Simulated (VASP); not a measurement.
# Bi (R-3m) in VASP: notebook

Runs on Bi. Level: revPBE. Tasks: single point.

All numbers are computed with VASP 6.6.1; they aren't measurements. Logs are shortened: lines on timing, memory, paths and dates and some standing lists are left out, and cuts for length are marked.

### 1 The cell of the first run

Symmetry: R-3m, No. 166, trigonal system. Conventional cell: a = 4.476 Å, b = 4.476 Å, c = 12.149 Å, α = 90.00°, β = 90.00°, γ = 120.00°. Within 4.0 Å of Bi (site symmetry 3m) lie 6 Bi at 3.03 to 3.57 Å.

### 2 Single point, revPBE (35.13 Å³/atom)

Contents of INCAR:

```
SYSTEM = Bi
ALGO = Normal
EDIFF = 1E-7
ENCUT = 520
GGA = RE
ISIF = 2
ISMEAR = -1
LASPH = .True.
LCHARG = .False.
LREAL = .False.
LWAVE = .False.
NBANDS = 22
NELM = 100
PREC = Accurate
SIGMA = 0.1
```

Contents of KPOINTS:

```
k-points
0
Gamma
  14 14 14
  0 0 0
```

Contents of POSCAR:

```
Bi
1.0
    2.2378356483      1.2920150139      4.0498151013
   -2.2378356483      1.2920150139      4.0498151013
    0.0000000000     -2.5840300279      4.0498151012
Bi
2
Direct
    0.2318384145      0.2318384145      0.2318384145
    0.7681615855      0.7681615855      0.7681615855
```

Potentials or basis: VASP PAW PBE potentials, release 64 (Bi_d).

Started as:

```
$ cat potpaw_PBE.64/Bi_d/POTCAR > POTCAR
$ mpirun -np 1 vasp_std > vasp.out
```

OUTCAR:

```text
SYSTEM = Bi
   EDIFF = 1E-7
   ENCUT = 520
   GGA = RE
   ISIF = 2
   ISMEAR = -1
   LASPH = .True.
   LREAL = .False.
   NELM = 100
   PREC = Accurate

 ion  position               nearest neighbor table
   1  0.232  0.232  0.232-   2 3.03   2 3.03   2 3.03   2 3.57   2 3.57   2 3.57
   2  0.768  0.768  0.768-   1 3.03   1 3.03   1 3.03   1 3.57   1 3.57   1 3.57

  LATTYP: Found a trigonal (rhomboedric) cell.
 ALAT       =     4.8039789279
 COS(alpha) =     0.5660055420

  Lattice vectors:

 A1 = (   2.2378356483,   1.2920150139,   4.0498151013)
 A2 = (  -2.2378356483,   1.2920150139,   4.0498151013)
 A3 = (   0.0000000000,  -2.5840300279,   4.0498151012)

Analysis of symmetry for initial positions (statically):
=====================================================================
 Subroutine PRICEL returns:
 Original cell was already a primitive cell.

 Routine SETGRP: Setting up the symmetry group for a
 trigonal (rhombohedral) supercell.

 Subroutine GETGRP returns: Found 12 space group operations
 (whereof 12 operations were pure point group operations)
 out of a pool of 12 trial point group operations.

The static configuration has the point symmetry D_3d.

Analysis of symmetry for dynamics (positions and initial velocities):
=====================================================================
 Subroutine PRICEL returns:
 Original cell was already a primitive cell.

 Routine SETGRP: Setting up the symmetry group for a
 trigonal (rhombohedral) supercell.

 Subroutine GETGRP returns: Found 12 space group operations
 (whereof 12 operations were pure point group operations)
 out of a pool of 12 trial point group operations.

The dynamic configuration has the point symmetry D_3d.

 Subroutine INISYM returns: Found 12 space group operations
 (whereof 12 operations are pure point group operations),
 and found     1 'primitive' translations

----------------------------------------------------------------------------------------

                                     Primitive cell

  volume of cell :      70.2558

  direct lattice vectors                    reciprocal lattice vectors
     2.237835648  1.292015014  4.049815101     0.223430170  0.128997469  0.082308284
    -2.237835648  1.292015014  4.049815101    -0.223430170  0.128997469  0.082308284
     0.000000000 -2.584030028  4.049815101     0.000000000 -0.257994938  0.082308284

  length of vectors
     4.803978928  4.803978928  4.803978928     0.270806281  0.270806281  0.270806281
[... 77 lines left out ...]
   LSORBIT =      F    spin-orbit coupling
   LASPH  =      T    aspherical Exc in radial PAW
   ENCUT  =  520.0 eV  38.22 Ry    6.18 a.u.   8.93  8.93  8.93*2*pi/ulx,y,z
   NELM   =    100;   NELMIN=  2; NELMDL= -5     # of ELM steps
   EDIFF  = 0.1E-06   stopping-criterion for ELM
   LREAL  =      F    real-space projection
   EDIFFG = 0.1E-05   stopping-criterion for IOM
   NSW    =      0    number of steps for IOM
   IBRION =     -1    ionic relax: 0-MD 1-quasi-New 2-CG
   NFREE  =      0    steps in history (QN), initial steepest desc. (CG)
   ISIF   =      2    stress and relaxation
   ISYM   =      2    0-nonsym 1-usesym 2-fastsym
   POTIM  = 0.5000    time-step for ionic-motion
   TEBEG  =    0.0;   TEEND  =   0.0 temperature during run
   PSTRESS=    0.0 pullay stress
   NELECT =      30.0000    total number of electrons
   NUPDOWN=      -1.0000    fix difference up-down
   EMIN   =  10.00;   EMAX   =-10.00  energy-range for DOS
   EFERMI =   0.00;   METHOD = LEGACY
   ISMEAR =    -1;   SIGMA  =   0.10  broadening in eV -4-tet -1-fermi 0-gaus
   EFERMI_NEDOS =   21; number of points for ismear=-14 and -15
   IALGO  =     38    algorithm
   IMIX   =      4    mixing-type and parameters
     AMIX     =   0.40;   BMIX     =  1.00
     AMIX_MAG =   1.60;   BMIX_MAG =  1.00
  volume/ion in A,a.u.               =      35.13       237.05
  Fermi-wavevector in a.u.,A,eV,Ry     =   1.232786  2.329629 20.677623  1.519762
  Thomas-Fermi vector in A             =   2.367543
   LORBIT       =      0    0 simple, 1 ext, 2 COOP (PROOUT), +10 PAW based schemes
   GGA     = RE    functional components
   LHFCALC =     F    Hartree Fock is set to
   AEXX    =    0.0000 exact exchange contribution
   IVDW    =     0    specifies the selected vdW correction
   LEPSILON=     F    determine dielectric tensor
   LRPA    =     F    only Hartree local field effects (RPA)
 non-spin polarized calculation
  energy-cutoff  :      520.00
  volume of cell :       70.26
 maximum number of plane-waves:      1922
   NGX = 17   NGY = 17   NGZ = 17

 number of electron      30.0000002 magnetization

 Free energy of the ion-electron system (eV)
  ---------------------------------------------------
  ext. energy  EPLUGINS =         0.00000000
  ---------------------------------------------------
  free energy    TOTEN  =        -7.07977098 eV

  energy without entropy =       -7.06919174  energy(sigma->0) =       -7.07448136

 E-fermi :   6.5882     XC(G=0):  -9.4424

 val. band max:        6.5794809021   @ k =  -0.4286   0.5000   0.4286
 cond. band min:       6.6614944391   @ k =   0.5000   0.0714   0.0714
 fundamental gap:      0.0820135370
 Fermi energy:         6.5881970936

 k-point     1 :       0.0000    0.0000    0.0000
  band No.  band energies     occupation
      1     -16.5336      2.00000
      2     -16.5336      2.00000
      3     -16.3760      2.00000
      4     -16.3760      2.00000
      5     -16.3570      2.00000
      6     -16.1791      2.00000
[... 589 lines left out ...]
     21      14.0262      0.00000
     22      14.9461      0.00000

 [... further k-points ...]

------------------------ aborting loop because EDIFF is reached ----------------------------------------

  FORCE on cell =-STRESS in cart. coord.  units (eV):
  Direction    XX          YY          ZZ          XY          YZ          ZX
  --------------------------------------------------------------------------------------
  -------------------------------------------------------------------------------------
  Total        1.8183383      1.8183383      1.5275366      0.0000000      0.0000000      0.0000000
  in kB       41.4670430     41.4670430     34.8353375      0.0000000      0.0000000      0.0000000
  external PRESSURE =      39.2564745 kB  Pullay stress =       0.0000000 kB

 VOLUME and BASIS-vectors are now :
 -----------------------------------------------------------------------------
  energy-cutoff  :      520.00
  volume of cell :       70.26
      direct lattice vectors                 reciprocal lattice vectors
     2.237835648  1.292015014  4.049815101     0.223430170  0.128997469  0.082308284
    -2.237835648  1.292015014  4.049815101    -0.223430170  0.128997469  0.082308284
     0.000000000 -2.584030028  4.049815101     0.000000000 -0.257994938  0.082308284

 POSITION                                       TOTAL-FORCE (eV/Angst)
 -----------------------------------------------------------------------------------
      0.00000     -0.00000      2.81671         0.000000     -0.000000      0.451045
      0.00000     -0.00000      9.33274         0.000000      0.000000     -0.451045
 -----------------------------------------------------------------------------------
    total drift:                               -0.000000      0.000000      0.000000

  FREE ENERGIE OF THE ION-ELECTRON SYSTEM (eV)
  ---------------------------------------------------
  free  energy   TOTEN  =        -7.0797709769 eV

  energy  without entropy=       -7.0691917426  energy(sigma->0) =       -7.07448136
```

Wall time 7.1 min (1 thread of Oxide Virtual Turin-like, shared host); peak memory 0.42 GiB.

What came out:

```
Free energy            : -7.0798 eV
Pressure               : 3.9 GPa
Largest force          : 0.451 eV/Å
Band gap on the k mesh : zero (bands 15 and 16 overlap by 0.31 eV)
```

Forces on the atoms (eV/Å):
```
Bi   0.000  0.000  0.451
Bi   0.000  0.000 -0.451
```

Levels at points of the mesh, in eV from the Fermi level:
```tsv
k point	band 11	band 12	band 13	band 14	band 15	band 16	band 17	band 18	band 19	band 20
(0.00, 0.00, 0.00)	-13.30	-7.56	-1.79	-1.25	-1.25	2.19	2.80	2.80	5.62	5.88
(0.50, 0.00, 0.00)	-11.37	-10.59	-1.78	-1.46	-0.43	-0.32	0.43	1.14	7.05	8.05
(0.50, 0.50, 0.00)	-11.44	-9.62	-4.79	-3.20	-2.95	2.15	4.79	5.47	6.58	9.09
(0.50, 0.50, 0.50)	-12.24	-9.91	-0.97	-0.71	-0.71	0.81	0.81	0.89	6.62	8.95
```

Caveat: the cell stands under pressure; the PAW data sets were made with another functional, which shifts forces and pressure a little; spin-orbit coupling is left out, which moves the levels of the heavy elements.

### 3 Single point, revPBE (36.66 Å³/atom)

This run uses another cell than the first one, of 36.66 Å³/atom.

Contents of INCAR:

```
SYSTEM = Bi
PREC     = Accurate       ! precision mode
ENCUT    = 520            ! plane-wave cutoff, eV
EDIFF    = 1E-7           ! SCF threshold, eV
ISMEAR   = -1             ! smearing method
SIGMA    = 0.1            ! smearing width, eV
LREAL    = .False.        ! projectors in reciprocal space
LASPH    = .True.         ! aspherical terms in the spheres
NELM     = 60             ! most SCF steps
ALGO     = Normal         ! electronic algorithm
ISIF     = 2              ! what is computed and relaxed
LWAVE    = .False.        ! write WAVECAR
LCHARG   = .False.        ! write CHGCAR
GGA      = RE             ! functional
NBANDS   = 22             ! bands
```

Contents of KPOINTS:

```
regular mesh
0
Gamma
  14 14 14
  0 0 0
```

Contents of POSCAR:

```
Bi
1.0
    2.2698090487      1.3104748653      4.1076774202
   -2.2698090487      1.3104748653      4.1076774202
    0.0000000000     -2.6209497306      4.1076774202
Bi
2
Direct
    0.2318384145      0.2318384145      0.2318384145
    0.7681615855      0.7681615855      0.7681615855
```

Potentials or basis: VASP PAW PBE potentials, release 64 (Bi_d).

Started as:

```
$ cat potpaw_PBE.64/Bi_d/POTCAR > POTCAR
$ mpirun -np 1 vasp_std > vasp.out
```

OUTCAR:

```text
SYSTEM = Bi
   PREC = Accurate
   ENCUT = 520
   EDIFF = 1E-7
   ISMEAR = -1
   LREAL = .False.
   LASPH = .True.
   NELM = 60
   ISIF = 2
   GGA = RE

 ion  position               nearest neighbor table
   1  0.232  0.232  0.232-   2 3.07   2 3.07   2 3.07   2 3.62   2 3.62   2 3.62
   2  0.768  0.768  0.768-   1 3.07   1 3.07   1 3.07   1 3.62   1 3.62   1 3.62

  LATTYP: Found a trigonal (rhomboedric) cell.
 ALAT       =     4.8726164715
 COS(alpha) =     0.5660055420

  Lattice vectors:

 A1 = (   2.2698090487,   1.3104748653,   4.1076774202)
 A2 = (  -2.2698090487,   1.3104748653,   4.1076774202)
 A3 = (   0.0000000000,  -2.6209497306,   4.1076774202)

Analysis of symmetry for initial positions (statically):
=====================================================================
 Subroutine PRICEL returns:
 Original cell was already a primitive cell.

 Routine SETGRP: Setting up the symmetry group for a
 trigonal (rhombohedral) supercell.

 Subroutine GETGRP returns: Found 12 space group operations
 (whereof 12 operations were pure point group operations)
 out of a pool of 12 trial point group operations.

The static configuration has the point symmetry D_3d.

Analysis of symmetry for dynamics (positions and initial velocities):
=====================================================================
 Subroutine PRICEL returns:
 Original cell was already a primitive cell.

 Routine SETGRP: Setting up the symmetry group for a
 trigonal (rhombohedral) supercell.

 Subroutine GETGRP returns: Found 12 space group operations
 (whereof 12 operations were pure point group operations)
 out of a pool of 12 trial point group operations.

The dynamic configuration has the point symmetry D_3d.

 Subroutine INISYM returns: Found 12 space group operations
 (whereof 12 operations are pure point group operations),
 and found     1 'primitive' translations

----------------------------------------------------------------------------------------

                                     Primitive cell

  volume of cell :      73.3104

  direct lattice vectors                    reciprocal lattice vectors
     2.269809049  1.310474865  4.107677420     0.220282847  0.127180361  0.081148858
    -2.269809049  1.310474865  4.107677420    -0.220282847  0.127180361  0.081148858
     0.000000000 -2.620949731  4.107677420     0.000000000 -0.254360722  0.081148858

  length of vectors
     4.872616472  4.872616472  4.872616472     0.266991600  0.266991600  0.266991600

  position of ions in fractional coordinates (direct lattice)
     0.231838414  0.231838414  0.231838414
     0.768161586  0.768161586  0.768161586

  ion indices of the primitive-cell ions
   primitive index   ion index
                 1           1
                 2           2

----------------------------------------------------------------------------------------

 KPOINTS: regular mesh

Automatic generation of k-mesh.
 Grid dimensions read from file:
 generate k-points for:   14   14   14

 Generating k-lattice:

  Cartesian coordinates                     Fractional coordinates (reciprocal lattice)
     0.015734489  0.009084312  0.005796347     0.071428571  0.000000000  0.000000000
    -0.015734489  0.009084312  0.005796347     0.000000000  0.071428571  0.000000000
     0.000000000 -0.018168623  0.005796347     0.000000000  0.000000000  0.071428571

  Length of vectors
     0.019070829  0.019070829  0.019070829

  Shift w.r.t. Gamma in fractional coordinates (k-lattice)
     0.000000000  0.000000000  0.000000000

 Subroutine IBZKPT returns following result:
 ===========================================

 Found    288 irreducible k-points:

 Following reciprocal coordinates:
            Coordinates               Weight
  0.000000  0.000000  0.000000      1.000000
  0.071429  0.000000 -0.000000      6.000000
  0.142857  0.000000 -0.000000      6.000000
  0.214286  0.000000 -0.000000      6.000000
  0.285714  0.000000  0.000000      6.000000
  0.357143  0.000000 -0.000000      6.000000
[... 16 lines left out ...]
  0.214286  0.142857 -0.000000     12.000000
  0.285714  0.142857  0.000000     12.000000
 [... further k-points ...]
   k-points           NKPTS =    288   k-points in BZ     NKDIM =    288   number of bands    NBANDS=     22
   number of dos      NEDOS =    301   number of ions     NIONS =      2
   total plane-waves  NPLWV =  46656
   dimension x,y,z NGX =    36 NGY =   36 NGZ =   36
   dimension x,y,z NGXF=    72 NGYF=   72 NGZF=   72
   ions per type =               2
   NGX,Y,Z   is equivalent  to a cutoff of  12.28, 12.28, 12.28 a.u.
   NGXF,Y,Z  is equivalent  to a cutoff of  24.57, 24.57, 24.57 a.u.
 SYSTEM =  Bi
   PREC   = accura    normal or accurate (medium, high low for compatibility)
   ISTART =      0    job   : 0-new  1-cont  2-samecut
   ICHARG =      2    charge: 1-file 2-atom 10-const
   ISPIN  =      1    spin polarized calculation?
   LNONCOLLINEAR =      F non collinear calculations
   LSORBIT =      F    spin-orbit coupling
   LASPH  =      T    aspherical Exc in radial PAW
   ENCUT  =  520.0 eV  38.22 Ry    6.18 a.u.   9.06  9.06  9.06*2*pi/ulx,y,z
   NELM   =     60;   NELMIN=  2; NELMDL= -5     # of ELM steps
   EDIFF  = 0.1E-06   stopping-criterion for ELM
   LREAL  =      F    real-space projection
   EDIFFG = 0.1E-05   stopping-criterion for IOM
   NSW    =      0    number of steps for IOM
   IBRION =     -1    ionic relax: 0-MD 1-quasi-New 2-CG
   NFREE  =      0    steps in history (QN), initial steepest desc. (CG)
   ISIF   =      2    stress and relaxation
   ISYM   =      2    0-nonsym 1-usesym 2-fastsym
   POTIM  = 0.5000    time-step for ionic-motion
   TEBEG  =    0.0;   TEEND  =   0.0 temperature during run
   PSTRESS=    0.0 pullay stress
   NELECT =      30.0000    total number of electrons
   NUPDOWN=      -1.0000    fix difference up-down
   EMIN   =  10.00;   EMAX   =-10.00  energy-range for DOS
   EFERMI =   0.00;   METHOD = LEGACY
   ISMEAR =    -1;   SIGMA  =   0.10  broadening in eV -4-tet -1-fermi 0-gaus
   EFERMI_NEDOS =   21; number of points for ismear=-14 and -15
   IALGO  =     38    algorithm
   IMIX   =      4    mixing-type and parameters
     AMIX     =   0.40;   BMIX     =  1.00
     AMIX_MAG =   1.60;   BMIX_MAG =  1.00
  volume/ion in A,a.u.               =      36.66       247.36
  Fermi-wavevector in a.u.,A,eV,Ry     =   1.215421  2.296813 20.099180  1.477248
  Thomas-Fermi vector in A             =   2.350809
   LORBIT       =      0    0 simple, 1 ext, 2 COOP (PROOUT), +10 PAW based schemes
   GGA     = RE    functional components
   LHFCALC =     F    Hartree Fock is set to
   AEXX    =    0.0000 exact exchange contribution
   IVDW    =     0    specifies the selected vdW correction
   LEPSILON=     F    determine dielectric tensor
   LRPA    =     F    only Hartree local field effects (RPA)
 non-spin polarized calculation
  energy-cutoff  :      520.00
  volume of cell :       73.31
 maximum number of plane-waves:      2005
   NGX = 19   NGY = 19   NGZ = 19

 number of electron      30.0000005 magnetization

 Free energy of the ion-electron system (eV)
  ---------------------------------------------------
  ext. energy  EPLUGINS =         0.00000000
  ---------------------------------------------------
  free energy    TOTEN  =        -7.13424312 eV

  energy without entropy =       -7.12343094  energy(sigma->0) =       -7.12883703

 E-fermi :   6.0912     XC(G=0):  -9.2433

 val. band max:        6.0759451715   @ k =  -0.4286   0.5000   0.4286
 cond. band min:       6.1570737253   @ k =   0.5000   0.0714   0.0714
 fundamental gap:      0.0811285537
 Fermi energy:         6.0911686171

 k-point     1 :       0.0000    0.0000    0.0000
  band No.  band energies     occupation
      1     -16.9391      2.00000
      2     -16.9391      2.00000
      3     -16.8007      2.00000
      4     -16.8007      2.00000
      5     -16.7840      2.00000
      6     -16.6300      2.00000
[... 14 lines left out ...]
     21      11.9698      0.00000
     22      11.9698      0.00000
[... 552 lines left out ...]
  band No.  band energies     occupation
      1     -16.9216      2.00000
      2     -16.8697      2.00000
      3     -16.7908      2.00000
      4     -16.7739      2.00000
      5     -16.7494      2.00000
      6     -16.6634      2.00000
[... 14 lines left out ...]
     21      13.4574      0.00000
     22      14.2565      0.00000

 [... further k-points ...]

------------------------ aborting loop because EDIFF is reached ----------------------------------------

  FORCE on cell =-STRESS in cart. coord.  units (eV):
  Direction    XX          YY          ZZ          XY          YZ          ZX
  --------------------------------------------------------------------------------------
  -------------------------------------------------------------------------------------
  Total        0.8329583      0.8329583      0.7218704     -0.0000000      0.0000000      0.0000000
  in kB       18.2040597     18.2040597     15.7762658     -0.0000000      0.0000000      0.0000000
  external PRESSURE =      17.3947951 kB  Pullay stress =       0.0000000 kB

 VOLUME and BASIS-vectors are now :
 -----------------------------------------------------------------------------
  energy-cutoff  :      520.00
  volume of cell :       73.31
      direct lattice vectors                 reciprocal lattice vectors
     2.269809049  1.310474865  4.107677420     0.220282847  0.127180361  0.081148858
    -2.269809049  1.310474865  4.107677420    -0.220282847  0.127180361  0.081148858
     0.000000000 -2.620949731  4.107677420     0.000000000 -0.254360722  0.081148858

 POSITION                                       TOTAL-FORCE (eV/Angst)
 -----------------------------------------------------------------------------------
      0.00000      0.00000      2.85695         0.000000     -0.000000      0.212460
      0.00000      0.00000      9.46608         0.000000      0.000000     -0.212460
 -----------------------------------------------------------------------------------
    total drift:                               -0.000000      0.000000      0.000000

  FREE ENERGIE OF THE ION-ELECTRON SYSTEM (eV)
  ---------------------------------------------------
  free  energy   TOTEN  =        -7.1342431205 eV

  energy  without entropy=       -7.1234309387  energy(sigma->0) =       -7.12883703
```

Wall time 8.7 min (1 thread of Oxide Virtual Turin-like, shared host); peak memory 0.44 GiB.

What came out:

```
Free energy            : -7.1342 eV
Pressure               : 1.7 GPa
Largest force          : 0.212 eV/Å
Band gap on the k mesh : zero (bands 15 and 16 overlap by 0.27 eV)
```

Forces in eV/Å, atoms in the order of the input:
```
Bi   0.000  0.000  0.212
Bi   0.000  0.000 -0.212
```

Stress tensor (GPa, compression positive):
```
1.82 0.00 0.00
0.00 1.82 0.00
0.00 0.00 1.58
```

Caveat: the PAW data sets were made with another functional, which shifts forces and pressure a little; spin-orbit coupling is left out, which moves the levels of the heavy elements.

The gap in the log of VASP goes by the Fermi energy; the results here count the filled bands.